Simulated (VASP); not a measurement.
# S (Im-3m) in VASP: a series of runs

The runs below take S through single point, with PBE.

Program: VASP 6.6.1. These are calculated values, not measurements. Logs are shortened: lines on timing, memory, paths and dates and some standing lists are left out, and cuts for length are marked.

## 1. The cell of the first run

Symmetry: Im-3m, No. 229, cubic system. Conventional cell: a = 3.157 Å, b = 3.157 Å, c = 3.157 Å, α = 90.00°, β = 90.00°, γ = 90.00°. S (site symmetry m-3m) has 14 S at 2.73 to 3.16 Å within 3.6 Å.

This isn't the form of S at room conditions, which is orthorhombic, of S8 rings.

## 2. Single point, PBE

INCAR

```
  PREC = Accurate
  ENCUT = 500
  EDIFF = 1E-6
  ISMEAR = 0
  SIGMA = 0.05
  LREAL = False
  LASPH = True
  NELM = 120
  ALGO = Normal
  ISIF = 2
  LWAVE = False
  LCHARG = False
  GGA = PE
  NBANDS = 9
  GGA_COMPAT = False
```

KPOINTS

```
Automatic mesh
0
Gamma
  10 10 10
```

POSCAR

```
S
1.0
   -1.5784780640      1.5784780640      1.5784780640
    1.5784780640     -1.5784780640      1.5784780640
    1.5784780640      1.5784780640     -1.5784780640
S
1
Direct
    0.0000000000      0.0000000000      0.0000000000
```

Potentials or basis: VASP PAW PBE potentials, release 64 (S).

Run with:

```sh
cat potpaw_PBE.64/S/POTCAR > POTCAR
mpirun -np 1 vasp_std > vasp.out
```

OUTCAR:

```text
PREC = Accurate
   ENCUT = 500
   EDIFF = 1E-6
   ISMEAR = 0
   LREAL = False
   LASPH = True
   NELM = 120
   ISIF = 2
   GGA = PE

 ion  position               nearest neighbor table
   1  0.000  0.000  0.000-

  LATTYP: Found a body centered cubic cell.
 ALAT       =     3.1569561280

  Lattice vectors:

 A1 = (  -1.5784780640,   1.5784780640,   1.5784780640)
 A2 = (   1.5784780640,  -1.5784780640,   1.5784780640)
 A3 = (   1.5784780640,   1.5784780640,  -1.5784780640)

Analysis of symmetry for initial positions (statically):
=====================================================================
 Subroutine PRICEL returns:
 Original cell was already a primitive cell.

 Routine SETGRP: Setting up the symmetry group for a
 body centered cubic supercell.

 Subroutine GETGRP returns: Found 48 space group operations
 (whereof 48 operations were pure point group operations)
 out of a pool of 48 trial point group operations.

The static configuration has the point symmetry O_h .

Analysis of symmetry for dynamics (positions and initial velocities):
=====================================================================
 Subroutine PRICEL returns:
 Original cell was already a primitive cell.

 Routine SETGRP: Setting up the symmetry group for a
 body centered cubic supercell.

 Subroutine GETGRP returns: Found 48 space group operations
 (whereof 48 operations were pure point group operations)
 out of a pool of 48 trial point group operations.

The dynamic configuration has the point symmetry O_h .

 Subroutine INISYM returns: Found 48 space group operations
 (whereof 48 operations are pure point group operations),
 and found     1 'primitive' translations

----------------------------------------------------------------------------------------

                                     Primitive cell

  volume of cell :      15.7317

  direct lattice vectors                    reciprocal lattice vectors
    -1.578478064  1.578478064  1.578478064     0.000000000  0.316760816  0.316760816
     1.578478064 -1.578478064  1.578478064     0.316760816  0.000000000  0.316760816
     1.578478064  1.578478064 -1.578478064     0.316760816  0.316760816  0.000000000

  length of vectors
     2.734004205  2.734004205  2.734004205     0.447967442  0.447967442  0.447967442

  position of ions in fractional coordinates (direct lattice)
     0.000000000  0.000000000  0.000000000

  ion indices of the primitive-cell ions
   primitive index   ion index
                 1           1

----------------------------------------------------------------------------------------

 KPOINTS: Automatic mesh

Automatic generation of k-mesh.
 Grid dimensions read from file:
 generate k-points for:   10   10   10

 Generating k-lattice:

  Cartesian coordinates                     Fractional coordinates (reciprocal lattice)
     0.000000000  0.031676082  0.031676082     0.100000000  0.000000000  0.000000000
     0.031676082  0.000000000  0.031676082     0.000000000  0.100000000  0.000000000
     0.031676082  0.031676082  0.000000000     0.000000000  0.000000000  0.100000000

  Length of vectors
     0.044796744  0.044796744  0.044796744

  Shift w.r.t. Gamma in fractional coordinates (k-lattice)
     0.000000000  0.000000000  0.000000000

 Subroutine IBZKPT returns following result:
 ===========================================

 Found     47 irreducible k-points:

 Following reciprocal coordinates:
            Coordinates               Weight
  0.000000  0.000000  0.000000      1.000000
  0.100000  0.000000  0.000000     12.000000
  0.200000  0.000000  0.000000     12.000000
  0.300000  0.000000  0.000000     12.000000
  0.400000  0.000000  0.000000     12.000000
  0.500000  0.000000  0.000000      6.000000
[... 16 lines left out ...]
  0.300000  0.300000  0.100000      8.000000
 -0.300000  0.300000  0.100000     24.000000
 [... further k-points ...]
   k-points           NKPTS =     47   k-points in BZ     NKDIM =     47   number of bands    NBANDS=      9
   number of dos      NEDOS =    301   number of ions     NIONS =      1
   total plane-waves  NPLWV =   8000
   dimension x,y,z NGX =    20 NGY =   20 NGZ =   20
   dimension x,y,z NGXF=    40 NGYF=   40 NGZF=   40
   ions per type =               1
   NGX,Y,Z   is equivalent  to a cutoff of  12.16, 12.16, 12.16 a.u.
   NGXF,Y,Z  is equivalent  to a cutoff of  24.32, 24.32, 24.32 a.u.
 SYSTEM =  unknown system
   PREC   = accura    normal or accurate (medium, high low for compatibility)
   ISTART =      0    job   : 0-new  1-cont  2-samecut
   ICHARG =      2    charge: 1-file 2-atom 10-const
   ISPIN  =      1    spin polarized calculation?
   LNONCOLLINEAR =      F non collinear calculations
   LSORBIT =      F    spin-orbit coupling
   LASPH  =      T    aspherical Exc in radial PAW
   ENCUT  =  500.0 eV  36.75 Ry    6.06 a.u.   4.98  4.98  4.98*2*pi/ulx,y,z
   NELM   =    120;   NELMIN=  2; NELMDL= -5     # of ELM steps
   EDIFF  = 0.1E-05   stopping-criterion for ELM
   LREAL  =      F    real-space projection
   EDIFFG = 0.1E-04   stopping-criterion for IOM
   NSW    =      0    number of steps for IOM
   IBRION =     -1    ionic relax: 0-MD 1-quasi-New 2-CG
   NFREE  =      0    steps in history (QN), initial steepest desc. (CG)
   ISIF   =      2    stress and relaxation
   ISYM   =      2    0-nonsym 1-usesym 2-fastsym
   POTIM  = 0.5000    time-step for ionic-motion
   TEBEG  =    0.0;   TEEND  =   0.0 temperature during run
   PSTRESS=    0.0 pullay stress
   NELECT =       6.0000    total number of electrons
   NUPDOWN=      -1.0000    fix difference up-down
   EMIN   =  10.00;   EMAX   =-10.00  energy-range for DOS
   EFERMI =   0.00;   METHOD = LEGACY
   ISMEAR =     0;   SIGMA  =   0.05  broadening in eV -4-tet -1-fermi 0-gaus
   EFERMI_NEDOS =   21; number of points for ismear=-14 and -15
   IALGO  =     38    algorithm
   IMIX   =      4    mixing-type and parameters
     AMIX     =   0.40;   BMIX     =  1.00
     AMIX_MAG =   1.60;   BMIX_MAG =  1.00
  volume/ion in A,a.u.               =      15.73       106.16
  Fermi-wavevector in a.u.,A,eV,Ry     =   1.187226  2.243532 19.177485  1.409505
  Thomas-Fermi vector in A             =   2.323382
   LORBIT       =      0    0 simple, 1 ext, 2 COOP (PROOUT), +10 PAW based schemes
   GGA     = PE    functional components
   LHFCALC =     F    Hartree Fock is set to
   AEXX    =    0.0000 exact exchange contribution
   IVDW    =     0    specifies the selected vdW correction
   LEPSILON=     F    determine dielectric tensor
   LRPA    =     F    only Hartree local field effects (RPA)
 non-spin polarized calculation
 Gauss-broadening in eV      SIGMA  =   0.05
  energy-cutoff  :      500.00
  volume of cell :       15.73
 maximum number of plane-waves:       418
   NGX =  9   NGY =  9   NGZ =  9

 number of electron       5.9999998 magnetization

 Free energy of the ion-electron system (eV)
  ---------------------------------------------------
  ext. energy  EPLUGINS =         0.00000000
  ---------------------------------------------------
  free energy    TOTEN  =        -2.97546741 eV

  energy without entropy =       -2.97371994  energy(sigma->0) =       -2.97459367

 E-fermi :   7.5701     XC(G=0): -11.1957

 val. band max:        7.5629224459   @ k =  -0.4000   0.4000   0.2000
 cond. band min:       7.5890161313   @ k =  -0.3000   0.3000   0.2000
 fundamental gap:      0.0260936854
 Fermi energy:         7.5700878533

 k-point     1 :       0.0000    0.0000    0.0000
  band No.  band energies     occupation
      1      -9.2240      2.00000
      2      10.7824      0.00000
      3      10.7824      0.00000
      4      10.7824      0.00000
      5      19.9499      0.00000
      6      19.9499      0.00000
      7      19.9499      0.00000
      8      22.2290      0.00000
      9      23.6642      0.00000

 k-point     2 :       0.1000    0.0000    0.0000
  band No.  band energies     occupation
      1      -8.9725      2.00000
      2       9.6178      0.00000
      3      10.3293      0.00000
      4      10.7063      0.00000
      5      19.3215      0.00000
      6      19.6596      0.00000
      7      20.8916      0.00000
      8      22.6997      0.00000
      9      23.1246      0.00000

 k-point     3 :       0.2000    0.0000    0.0000
  band No.  band energies     occupation
      1      -8.2315      2.00000
      2       7.0250      2.00000
      3       9.3854      0.00000
      4      10.5024      0.00000
      5      18.0886      0.00000
      6      18.1137      0.00000
      7      22.8197      0.00000
      8      23.2815      0.00000
      9      23.4490      0.00000

 k-point     4 :       0.3000    0.0000    0.0000
  band No.  band energies     occupation
      1      -7.0563      2.00000
      2       4.1008      2.00000
      3       8.4899      0.00000
      4      10.2437      0.00000
      5      16.5703      0.00000
      6      16.9718      0.00000
      7      23.8231      0.00000
      8      24.0143      0.00000
      9      26.4925      0.00000

 k-point     5 :       0.4000    0.0000    0.0000
  band No.  band energies     occupation
      1      -5.6411      2.00000
      2       1.5107      2.00000
      3       7.8929      0.00000
      4      10.0320      0.00000
      5      15.6053      0.00000
      6      16.2439      0.00000
      7      25.0870      0.00000
      8      25.2185      0.00000
      9      29.5346      0.00000

 k-point     6 :       0.5000    0.0000    0.0000
  band No.  band energies     occupation
      1      -4.7959      2.00000
      2       0.2567      2.00000
      3       7.6862      0.00102
      4       9.9511      0.00000
      5      15.2825      0.00000
      6      15.9941      0.00000
      7      25.8037      0.00000
      8      26.3585      0.00000
      9      28.5057      0.00000
[... 169 lines left out ...]
 k-point    21 :       0.3000    0.2000    0.1000
  band No.  band energies     occupation
      1      -4.3480      2.00000
      2       1.6666      2.00000
      3       4.3537      2.00000
      4       6.8806      2.00000
      5      18.9518      0.00000
      6      20.7751      0.00000
      7      24.9650      0.00000
      8      25.8916      0.00000
      9      27.2311      0.00000

 k-point    22 :      -0.2000    0.2000    0.1000
  band No.  band energies     occupation
      1      -7.9852      2.00000
      2       7.0757      2.00000
      3       8.8754      0.00000
      4       9.5778      0.00000
      5      18.3948      0.00000
      6      19.0914      0.00000
      7      20.5039      0.00000
      8      22.7729      0.00000
      9      24.1432      0.00000

 k-point    23 :       0.3000    0.3000    0.1000
  band No.  band energies     occupation
      1      -3.9404      2.00000
      2       2.5406      2.00000
      3       2.5406      2.00000
      4       6.5797      2.00000
      5      19.3230      0.00000
      6      23.1436      0.00000
      7      23.1436      0.00000
      8      26.6931      0.00000
      9      26.6931      0.00000

 k-point    24 :      -0.3000    0.3000    0.1000
  band No.  band energies     occupation
      1      -6.8181      2.00000
      2       4.2554      2.00000
      3       7.9534      0.00000
      4       9.3837      0.00000
      5      17.0104      0.00000
      6      18.0181      0.00000
      7      20.7808      0.00000
      8      25.3615      0.00000
      9      26.0478      0.00000

 [... further k-points ...]
[... 5 lines left out ...]
  --------------------------------------------------------------------------------------
  -------------------------------------------------------------------------------------
  Total       -0.0462059     -0.0462059     -0.0462059      0.0000000      0.0000000      0.0000000
  in kB       -4.7057845     -4.7057845     -4.7057845      0.0000000      0.0000000      0.0000000
  external PRESSURE =      -4.7057845 kB  Pullay stress =       0.0000000 kB

 VOLUME and BASIS-vectors are now :
 -----------------------------------------------------------------------------
  energy-cutoff  :      500.00
  volume of cell :       15.73
      direct lattice vectors                 reciprocal lattice vectors
    -1.578478064  1.578478064  1.578478064     0.000000000  0.316760816  0.316760816
     1.578478064 -1.578478064  1.578478064     0.316760816  0.000000000  0.316760816
     1.578478064  1.578478064 -1.578478064     0.316760816  0.316760816  0.000000000

 POSITION                                       TOTAL-FORCE (eV/Angst)
 -----------------------------------------------------------------------------------
      0.00000      0.00000      0.00000        -0.000000      0.000000     -0.000000
 -----------------------------------------------------------------------------------
    total drift:                                0.000000      0.000000     -0.000000

  FREE ENERGIE OF THE ION-ELECTRON SYSTEM (eV)
  ---------------------------------------------------
  free  energy   TOTEN  =        -2.9754674061 eV

  energy  without entropy=       -2.9737199369  energy(sigma->0) =       -2.97459367
```

It took 6.2 s on 1 thread of AMD EPYC 7R43 (Zen 3), shared host; peak memory 0.09 GiB.

Results:

| Item | Value |
| --- | --- |
| Free energy | -2.9755 eV |
| Pressure | -0.5 GPa |
| Band gap on the k mesh | zero (bands 3 and 4 overlap by 6.65 eV) |

## 3. Single point, PBE

This run uses another cell than the first one, of 16.05 Å³/atom.

INCAR

```
ALGO = Normal ; EDIFF = 1E-6
ENCUT = 500 ; GGA = PE
GGA_COMPAT = False ; ISIF = 2
ISMEAR = 0 ; LASPH = True
LCHARG = True ; LELF = True
LREAL = False ; LVHAR = True
LWAVE = False ; NBANDS = 9
NELM = 120 ; PREC = Accurate
SIGMA = 0.05
```

KPOINTS

```
k-points
0
Gamma
  10 10 10
```

POSCAR

```
S
1.0
   -1.5891437799      1.5891437799      1.5891437799
    1.5891437799     -1.5891437799      1.5891437799
    1.5891437799      1.5891437799     -1.5891437799
S
1
Direct
    0.0000000000      0.0000000000      0.0000000000
```

Potentials or basis: VASP PAW PBE potentials, release 64 (S).

Run with:

```sh
cat potpaw_PBE.64/S/POTCAR > POTCAR
mpirun -np 1 vasp_std > vasp.out
```

Wall time 7.4 s (1 thread of AMD EPYC 7R43 (Zen 3), shared host); peak memory 0.09 GiB.

Results (log left out):

| Quantity | Value |
| --- | --- |
| Free energy | -2.9730 eV |
| Pressure | -2.1 GPa |
| Band gap on the k mesh | zero (bands 3 and 4 overlap by 6.47 eV) |

Levels at points of the mesh, in eV from the Fermi level:
```
           k point  band 1  band 2  band 3  band 4  band 5  band 6  band 7  band 8
(0.00, 0.00, 0.00)  -16.58    3.12    3.12    3.12   12.38   12.38   12.38   14.34
(0.50, 0.00, 0.00)  -12.29   -7.12    0.12    2.33    7.72    8.49   18.11   18.68
(0.50, 0.50, 0.50)   -9.25   -3.35   -3.35   -3.35    4.26    4.26   22.08   22.08
```

(Part 1 of 2 ends here.)
